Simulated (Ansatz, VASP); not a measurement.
One calculation of MoS2, two programs

INCAR

```
SYSTEM = MoS2
PREC = Accurate
ENCUT = 520
EDIFF = 1E-6
ISMEAR = 0
SIGMA = 0.05
LREAL = .FALSE.
LASPH = .TRUE.
NELM = 60
ALGO = Normal
ISIF = 2
LWAVE = .FALSE.
LCHARG = .FALSE.
GGA = PE
IVDW = 12
NBANDS = 20
```

KPOINTS

```
regular mesh
0
G
  12 12 12
  0 0 0
```

POSCAR

```
MoS2
1.0
    1.6552980980      0.9556868025      5.9965349799
   -1.6552980980      0.9556868025      5.9965349799
    0.0000000000     -1.9113736050      5.9965349799
Mo S
1 2
Direct
    0.0000172715      0.0000172715      0.0000172715
    0.7535591261      0.7535591261      0.7535591261
    0.5797236023      0.5797236023      0.5797236023
```

Input for Ansatz:

```yaml
crystal:
  lattice:
    - [1.655298098, 0.9556868025, 5.9965349799]
    - [-1.655298098, 0.9556868025, 5.9965349799]
    - [0.0, -1.911373605, 5.9965349799]
  atoms:
    - { symbol: Mo, position: [1.72715e-05, 1.72715e-05, 1.72715e-05] }
    - { symbol: S, position: [0.7535591261, 0.7535591261, 0.7535591261] }
    - { symbol: S, position: [0.5797236023, 0.5797236023, 0.5797236023] }
basis:
  ecutwfc: 420
kpoints:
  mp_grid: { grid: [12, 12, 12] }
hamiltonian:
  xc: pbe
  dispersion: d3bj
scf:
  occupations: { method: gaussian, width: 0.05 }
output:
  forces: true
  stress: true
  eigenvalues: true
  write_density: true
  write_potential: true
  elf: true
  volumetric_format: npy
```

Change from the starting cell: strain +0.0500 x Voigt [1, 1, 0, 0, 0, 0], atoms carried along.

Alike in both runs: task single point; functional PBE; dispersion D3(BJ); k mesh 12 × 12 × 12; occupations gaussian, width 0.05 eV; no spin polarisation.

|  | VASP | Ansatz |
| --- | --- | --- |
| version | VASP 6.6.1 | Ansatz 0.2.0 |
| potentials or method | VASP PAW PBE potentials, release 64 (Mo_sv, S), cutoff 520 eV | scalar-relativistic, plane waves, PAW |
| valence electrons in the cell | 26 | 26 |

Ansatz gave:

```
gap on the k mesh at the Fermi level (eV)                     : 0.43
least direct gap on the mesh (eV)                             : 1.34
pressure (GPa)                                                : -11.8
traceless stress, the component that is largest in VASP (GPa) : 4.14
rms of the force components (eV/Å)                            : 0.385
```

Problem. What did VASP give for the same quantities?

Solution. gap on the k mesh at the Fermi level (eV): 0.45; least direct gap on the mesh (eV): 1.35; pressure (GPa): -11.9; traceless stress, the component that is largest in VASP (GPa): 4.13; rms of the force components (eV/Å): 0.389.

Atom by atom the forces differ by 0.004 eV/Å (rms over components).
